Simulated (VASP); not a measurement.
# TaN (P-6m2) in VASP: further runs, part 2 of 2

VASP 6.6.1. Earlier steps stand in the parts before.

### Step 5. Single point, PBEsol (equal xx and yy strain of +1 %)

Input file INCAR:

```
PREC     = Accurate       # precision mode
ENCUT    = 520            # plane-wave cutoff, eV
EDIFF    = 1E-6           # SCF threshold, eV
ISMEAR   = -1             # smearing method
SIGMA    = 0.02           # smearing width, eV
LREAL    = F              # projectors in reciprocal space
LASPH    = T              # aspherical terms in the spheres
NELM     = 100            # most SCF steps
ALGO     = Normal         # electronic algorithm
ISIF     = 2              # what is computed and relaxed
LWAVE    = F              # write WAVECAR
LCHARG   = T              # write CHGCAR
GGA      = PS             # functional
LELF     = T              # ELF
LVHAR    = T            
NBANDS   = 15             # bands
```

Input file KPOINTS:

```
Automatic mesh
0
Gamma
  12 12 10
```

Input file POSCAR:

```
TaN
1.0
    2.9673788470      0.0000000000      0.0000000000
   -1.4836894235      2.5698254642      0.0000000000
    0.0000000000      0.0000000000      2.8830000000
Ta N
1 1
Direct
    0.3333333333      0.6666666667      0.5000000000
    0.0000000000      0.0000000000      0.0000000000
```

Launch:

```sh
cat potpaw_PBE.64/Ta_pv/POTCAR potpaw_PBE.64/N/POTCAR > POTCAR
mpirun -np 1 vasp_std > vasp.out
```

Wall time 19 s (1 thread of Intel Xeon 6975P-C, shared host); peak memory 0.17 GiB.

It converged, with:

```yaml
Free_energy: -23.7814 eV
Pressure: -10.4 GPa
Band_gap_on_the_k_mesh: zero (band 8 reaches 8.26 eV, above the bottom of band 9 at 7.80 eV)
```

Stress tensor (GPa, compression positive):
```
-12.17   0.00   0.00
  0.00 -12.17   0.00
  0.00   0.00  -6.93
```

Levels at points of the mesh, in eV from the Fermi level:
```
           k point  band 4  band 5  band 6  band 7  band 8  band 9  band 10  band 11  band 12  band 13
(0.00, 0.00, 0.00)  -17.69   -4.65   -4.65   -4.20   -2.92    1.89     3.47     3.47     3.79     3.79
(0.50, 0.00, 0.00)  -15.46   -8.31   -5.11   -3.51   -3.28    2.86     3.74     5.00     5.06     7.18
(0.00, 0.00, 0.50)  -15.08   -9.35   -3.85   -3.85   -0.18   -0.18     2.43     3.08     3.08     7.82
(0.50, 0.00, 0.50)  -15.70   -7.33   -6.21   -5.74   -0.44    3.91     5.06     5.87     6.79     9.82
```

Caveat: the cell differs from its parent crystal (equal xx and yy strain of +1 %); the PAW data sets were made with another functional, which shifts forces and pressure a little; spin-orbit coupling is left out, which moves the levels of the heavy elements.

### Step 6. Single point, PBEsol (equal xx and yy strain of +3 %)

Input file INCAR:

```
  ALGO = Normal
  EDIFF = 1E-7
  ENCUT = 520
  GGA = PS
  ISIF = 2
  ISMEAR = -1
  LASPH = T
  LCHARG = F
  LREAL = F
  LWAVE = F
  NBANDS = 15
  NELM = 60
  PREC = Accurate
  SIGMA = 0.02
```

Input file KPOINTS:

```
k-points
0
Gamma
  12 12 10
```

Input file POSCAR:

```
TaN
1.0
    3.0261388241      0.0000000000      0.0000000000
   -1.5130694121      2.6207130971      0.0000000000
    0.0000000000      0.0000000000      2.8830000000
Ta N
1 1
Direct
    0.3333333333      0.6666666667      0.5000000000
    0.0000000000      0.0000000000      0.0000000000
```

Potentials or basis: VASP PAW PBE potentials, release 64 (Ta_pv, N).

Launch:

```sh
cat potpaw_PBE.64/Ta_pv/POTCAR potpaw_PBE.64/N/POTCAR > POTCAR
mpirun -np 1 vasp_std > vasp.out
```

OUTCAR:

```text
EDIFF = 1E-7
   ENCUT = 520
   GGA = PS
   ISIF = 2
   ISMEAR = -1
   LASPH = T
   LREAL = F
   NELM = 60
   PREC = Accurate

 ion  position               nearest neighbor table
   1  0.333  0.667  0.500-   2 2.27   2 2.27   2 2.27   2 2.27   2 2.27   2 2.27
   2  0.000  0.000  0.000-   1 2.27   1 2.27   1 2.27   1 2.27   1 2.27   1 2.27

  LATTYP: Found a hexagonal cell.
 ALAT       =     3.0261388241
 C/A-ratio  =     0.9526991878

  Lattice vectors:

 A1 = (   3.0261388241,   0.0000000000,   0.0000000000)
 A2 = (  -1.5130694121,   2.6207130971,   0.0000000000)
 A3 = (   0.0000000000,   0.0000000000,   2.8830000000)

Analysis of symmetry for initial positions (statically):
=====================================================================
 Subroutine PRICEL returns:
 Original cell was already a primitive cell.

 Routine SETGRP: Setting up the symmetry group for a
 hexagonal supercell.

 Subroutine GETGRP returns: Found 12 space group operations
 (whereof 12 operations were pure point group operations)
 out of a pool of 24 trial point group operations.

The static configuration has the point symmetry D_3h.

Analysis of symmetry for dynamics (positions and initial velocities):
=====================================================================
 Subroutine PRICEL returns:
 Original cell was already a primitive cell.

 Routine SETGRP: Setting up the symmetry group for a
 hexagonal supercell.

 Subroutine GETGRP returns: Found 12 space group operations
 (whereof 12 operations were pure point group operations)
 out of a pool of 24 trial point group operations.

The dynamic configuration has the point symmetry D_3h.

 Subroutine INISYM returns: Found 12 space group operations
 (whereof 12 operations are pure point group operations),
 and found     1 'primitive' translations

----------------------------------------------------------------------------------------

                                     Primitive cell

  volume of cell :      22.8640

  direct lattice vectors                    reciprocal lattice vectors
     3.026138824  0.000000000  0.000000000     0.330454106  0.190787767  0.000000000
    -1.513069412  2.620713097  0.000000000     0.000000000  0.381575534  0.000000000
     0.000000000  0.000000000  2.883000000     0.000000000  0.000000000  0.346860909

  length of vectors
     3.026138824  3.026138824  2.883000000     0.381575534  0.381575534  0.346860909

  position of ions in fractional coordinates (direct lattice)
     0.333333333  0.666666667  0.500000000
     0.000000000  0.000000000  0.000000000

  ion indices of the primitive-cell ions
   primitive index   ion index
                 1           1
                 2           2

----------------------------------------------------------------------------------------

 KPOINTS: k-points

Automatic generation of k-mesh.
 Grid dimensions read from file:
 generate k-points for:   12   12   10

 Generating k-lattice:

  Cartesian coordinates                     Fractional coordinates (reciprocal lattice)
     0.027537842  0.015898981  0.000000000     0.083333333 -0.000000000  0.000000000
     0.000000000  0.031797961  0.000000000     0.000000000  0.083333333  0.000000000
     0.000000000  0.000000000  0.034686091     0.000000000  0.000000000  0.100000000

  Length of vectors
     0.031797961  0.031797961  0.034686091

  Shift w.r.t. Gamma in fractional coordinates (k-lattice)
     0.000000000  0.000000000  0.000000000

 Subroutine IBZKPT returns following result:
 ===========================================

 Found    114 irreducible k-points:

 Following reciprocal coordinates:
            Coordinates               Weight
  0.000000  0.000000  0.000000      1.000000
  0.083333  0.000000  0.000000      6.000000
  0.166667  0.000000  0.000000      6.000000
  0.250000 -0.000000  0.000000      6.000000
  0.333333  0.000000  0.000000      6.000000
  0.416667  0.000000  0.000000      6.000000
[... 16 lines left out ...]
  0.250000 -0.000000  0.100000     12.000000
  0.333333  0.000000  0.100000     12.000000
 [... further k-points ...]
   k-points           NKPTS =    114   k-points in BZ     NKDIM =    114   number of bands    NBANDS=     15
   number of dos      NEDOS =    301   number of ions     NIONS =      2
   total plane-waves  NPLWV =  13824
   dimension x,y,z NGX =    24 NGY =   24 NGZ =   24
   dimension x,y,z NGXF=    48 NGYF=   48 NGZF=   48
   ions per type =               1   1
   NGX,Y,Z   is equivalent  to a cutoff of  13.18, 13.18, 13.84 a.u.
   NGXF,Y,Z  is equivalent  to a cutoff of  26.37, 26.37, 27.68 a.u.
 SYSTEM =  unknown system
   PREC   = accura    normal or accurate (medium, high low for compatibility)
   ISTART =      0    job   : 0-new  1-cont  2-samecut
   ICHARG =      2    charge: 1-file 2-atom 10-const
   ISPIN  =      1    spin polarized calculation?
   LNONCOLLINEAR =      F non collinear calculations
   LSORBIT =      F    spin-orbit coupling
   LASPH  =      T    aspherical Exc in radial PAW
   ENCUT  =  520.0 eV  38.22 Ry    6.18 a.u.   5.63  5.63  5.36*2*pi/ulx,y,z
   NELM   =     60;   NELMIN=  2; NELMDL= -5     # of ELM steps
   EDIFF  = 0.1E-06   stopping-criterion for ELM
   LREAL  =      F    real-space projection
   EDIFFG = 0.1E-05   stopping-criterion for IOM
   NSW    =      0    number of steps for IOM
   IBRION =     -1    ionic relax: 0-MD 1-quasi-New 2-CG
   NFREE  =      0    steps in history (QN), initial steepest desc. (CG)
   ISIF   =      2    stress and relaxation
   ISYM   =      2    0-nonsym 1-usesym 2-fastsym
   POTIM  = 0.5000    time-step for ionic-motion
   TEBEG  =    0.0;   TEEND  =   0.0 temperature during run
   PSTRESS=    0.0 pullay stress
   NELECT =      16.0000    total number of electrons
   NUPDOWN=      -1.0000    fix difference up-down
   EMIN   =  10.00;   EMAX   =-10.00  energy-range for DOS
   EFERMI =   0.00;   METHOD = LEGACY
   ISMEAR =    -1;   SIGMA  =   0.02  broadening in eV -4-tet -1-fermi 0-gaus
   EFERMI_NEDOS =   21; number of points for ismear=-14 and -15
   IALGO  =     38    algorithm
   IMIX   =      4    mixing-type and parameters
     AMIX     =   0.40;   BMIX     =  1.00
     AMIX_MAG =   1.60;   BMIX_MAG =  1.00
  volume/ion in A,a.u.               =      11.43        77.15
  Fermi-wavevector in a.u.,A,eV,Ry     =   1.453440  2.746604 28.742150  2.112488
  Thomas-Fermi vector in A             =   2.570706
   LORBIT       =      0    0 simple, 1 ext, 2 COOP (PROOUT), +10 PAW based schemes
   GGA     = PS    functional components
   LHFCALC =     F    Hartree Fock is set to
   AEXX    =    0.0000 exact exchange contribution
   IVDW    =     0    specifies the selected vdW correction
   LEPSILON=     F    determine dielectric tensor
   LRPA    =     F    only Hartree local field effects (RPA)
 non-spin polarized calculation
  energy-cutoff  :      520.00
  volume of cell :       22.86
 maximum number of plane-waves:       634
 NGX is ok and might be reduce to    24
   NGX = 11   NGY = 11   NGZ = 11

 number of electron      15.9999999 magnetization

 Free energy of the ion-electron system (eV)
  ---------------------------------------------------
  ext. energy  EPLUGINS =         0.00000000
  ---------------------------------------------------
  free energy    TOTEN  =       -23.67566860 eV

  energy without entropy =      -23.67560157  energy(sigma->0) =      -23.67563508

 E-fermi :   7.5549     XC(G=0): -13.1799

 val. band max:        7.5546648108   @ k =   0.3333   0.3333   0.0000
 cond. band min:       7.6541714505   @ k =   0.0833   0.0000   0.5000
 fundamental gap:      0.0995066397
 Fermi energy:         7.5549203921

 k-point     1 :       0.0000    0.0000    0.0000
  band No.  band energies     occupation
      1     -27.3843      2.00000
      2     -27.2469      2.00000
      3     -27.2469      2.00000
      4      -9.8310      2.00000
      5       2.9656      2.00000
      6       2.9656      2.00000
      7       3.5985      2.00000
      8       4.8455      2.00000
      9       9.0523      0.00000
     10      10.9767      0.00000
     11      10.9767      0.00000
     12      11.2086      0.00000
     13      11.2086      0.00000
     14      20.1643      0.00000
     15      20.7028      0.00000
[... 397 lines left out ...]
 k-point    24 :       0.3333    0.0000    0.1000
  band No.  band energies     occupation
      1     -27.8292      2.00000
      2     -27.3896      2.00000
      3     -27.3719      2.00000
      4      -8.2696      2.00000
      5       0.1870      2.00000
      6       2.8668      2.00000
      7       3.8240      2.00000
      8       4.9480      2.00000
      9       9.9707      0.00000
     10      10.2313      0.00000
     11      11.7117      0.00000
     12      12.1556      0.00000
     13      13.9944      0.00000
     14      19.8399      0.00000
     15      20.6797      0.00000

 [... further k-points ...]
[... 5 lines left out ...]
  --------------------------------------------------------------------------------------
  -------------------------------------------------------------------------------------
  Total       -3.7237078     -3.7237078     -1.6408881      0.0000000      0.0000000     -0.0000000
  in kB     -260.9355211   -260.9355211   -114.9837792      0.0000000      0.0000000     -0.0000000
  external PRESSURE =    -212.2849404 kB  Pullay stress =       0.0000000 kB

 VOLUME and BASIS-vectors are now :
 -----------------------------------------------------------------------------
  energy-cutoff  :      520.00
  volume of cell :       22.86
      direct lattice vectors                 reciprocal lattice vectors
     3.026138824  0.000000000  0.000000000     0.330454106  0.190787767  0.000000000
    -1.513069412  2.620713097  0.000000000     0.000000000  0.381575534  0.000000000
     0.000000000  0.000000000  2.883000000     0.000000000  0.000000000  0.346860909

 POSITION                                       TOTAL-FORCE (eV/Angst)
 -----------------------------------------------------------------------------------
     -0.00000      1.74714      1.44150         0.000000     -0.000000      0.000000
      0.00000      0.00000      0.00000        -0.000000      0.000000      0.000000
 -----------------------------------------------------------------------------------
    total drift:                                0.000000     -0.000000     -0.000000

  FREE ENERGIE OF THE ION-ELECTRON SYSTEM (eV)
  ---------------------------------------------------
  free  energy   TOTEN  =       -23.6756685959 eV

  energy  without entropy=      -23.6756015659  energy(sigma->0) =      -23.67563508
```

OSZICAR:

```text
N       E                     dE             d eps       ncg     rms          rms(c)
DAV:   1     0.895961561417E+02    0.89596E+02   -0.87687E+03  3420   0.112E+03
DAV:   2    -0.232195034612E+02   -0.11282E+03   -0.10637E+03  4155   0.301E+02
DAV:   3    -0.260548375279E+02   -0.28353E+01   -0.28222E+01  3938   0.447E+01
DAV:   4    -0.260668597714E+02   -0.12022E-01   -0.12020E-01  4365   0.319E+00
DAV:   5    -0.260669409050E+02   -0.81134E-04   -0.81133E-04  4022   0.241E-01    0.212E+01
DAV:   6    -0.238196060171E+02    0.22473E+01   -0.35915E+00  4421   0.224E+01    0.895E+00
DAV:   7    -0.237147734979E+02    0.10483E+00   -0.47550E-01  4106   0.590E+00    0.625E+00
DAV:   8    -0.236829963240E+02    0.31777E-01   -0.19763E-01  4092   0.364E+00    0.136E+00
DAV:   9    -0.236758353234E+02    0.71610E-02   -0.17498E-02  3917   0.107E+00    0.228E-01
DAV:  10    -0.236757207427E+02    0.11458E-03   -0.94426E-04  4288   0.355E-01    0.934E-02
DAV:  11    -0.236756684017E+02    0.52341E-04   -0.63447E-05  4078   0.861E-02    0.133E-02
DAV:  12    -0.236756685758E+02   -0.17416E-06   -0.79927E-06  3798   0.237E-02    0.330E-03
DAV:  13    -0.236756685959E+02   -0.20036E-07   -0.22973E-08  3110   0.148E-03
   1 F= -.23675669E+02 E0= -.23675635E+02  d E =-.670299E-04
```

Run time: 22 s. Hardware: 1 thread of Intel Xeon 6975P-C, shared host; peak memory 0.16 GiB.

What came out:

```
Free energy            : -23.6757 eV
Pressure               : -21.2 GPa
Band gap on the k mesh : zero (band 8 reaches 7.82 eV, above the bottom of band 9 at 7.44 eV)
```

Levels at points of the mesh, in eV from the Fermi level:
| k point | band 5 | band 6 | band 7 | band 8 | band 9 | band 10 | band 11 | band 12 |
| --- | --- | --- | --- | --- | --- | --- | --- | --- |
| (0.00, 0.00, 0.00) | -4.59 | -4.59 | -3.96 | -2.71 | 1.50 | 3.42 | 3.42 | 3.65 |
| (0.50, 0.00, 0.00) | -8.09 | -4.72 | -3.32 | -3.27 | 2.82 | 3.38 | 4.62 | 4.96 |
| (0.00, 0.00, 0.50) | -9.05 | -3.83 | -3.83 | -0.12 | -0.12 | 2.59 | 2.87 | 2.87 |
| (0.50, 0.00, 0.50) | -7.09 | -5.99 | -5.62 | -0.40 | 3.65 | 4.69 | 5.68 | 6.42 |

Caveat: the cell differs from its parent crystal (equal xx and yy strain of +3 %); the PAW data sets were made with another functional, which shifts forces and pressure a little; spin-orbit coupling is left out, which moves the levels of the heavy elements.

### Step 7. Summary

```tsv
cell	gap on the mesh (eV)	pressure (GPa)
a = 2.908, b = 2.908, c = 2.854 Å, angles 90.0, 90.0, 120.0°, 2 atoms	none	7.2
a = 2.967, b = 2.967, c = 2.912 Å, angles 90.0, 90.0, 120.0°, 2 atoms	none	-13.7
a = 2.879, b = 2.879, c = 2.883 Å, angles 90.0, 90.0, 120.0°, 2 atoms	none	10.7
a = 2.967, b = 2.967, c = 2.883 Å, angles 90.0, 90.0, 120.0°, 2 atoms	none	-10.4
a = 3.026, b = 3.026, c = 2.883 Å, angles 90.0, 90.0, 120.0°, 2 atoms	none	-21.2
```

Alike in all rows: task single point; level PBEsol; potentials or basis VASP PAW PBE potentials, release 64 (Ta_pv, N); no spin polarisation; k mesh 12 × 12 × 10; cutoff (eV) 520; smearing fermi-dirac 0.02 eV.

Caveats: the PAW data sets were made with another functional, which shifts forces and pressure a little; spin-orbit coupling is left out, which moves the levels of the heavy elements.

Total energies depend on the potentials used, so only differences within one code and one set of settings carry meaning.
